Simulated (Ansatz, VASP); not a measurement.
# MoW2C4 in VASP and in Ansatz

```
Mo W C
1.0
     0.00000    0.00000    4.27874
     4.29019    0.00000    0.00000
     0.00000    4.29019    0.00000
Mo W C
1 2 4
Direct
  0.00000 0.50000 0.50000
  0.50000 0.00000 0.50000
  0.50000 0.50000 0.00000
  0.00000 0.00000 0.50000
  0.00000 0.50000 0.00000
  0.50000 0.00000 0.00000
  0.50000 0.50000 0.50000
```

Alike in both runs: task single point; functional PBE; k mesh 6 × 6 × 6; occupations gaussian, width 0.2 eV; no spin polarisation.

|  | VASP | Ansatz |
| --- | --- | --- |
| version | VASP 6.6.1 | Ansatz 0.2.0 |
| potentials or method | VASP PAW PBE potentials, release 64 (Mo_sv, W_sv, C), cutoff 520 eV | scalar-relativistic, plane waves, PAW |
| valence electrons in the cell | 58 | 58 |

|  | VASP | Ansatz | Ansatz less VASP |
| --- | --- | --- | --- |
| gap on the k mesh at the Fermi level (eV) | none | none | - |
| pressure (GPa) | 1.0 | 0.5 | -0.59 |
| traceless stress, the component that is largest in VASP (GPa) | 0.12 | 0.14 | +0.023 |

A gap of «none» marks a metal or a gap that the smearing closes. With one functional, cell and mesh, what is left measures potentials, basis and numerics.

Neither program's run includes spin-orbit coupling.
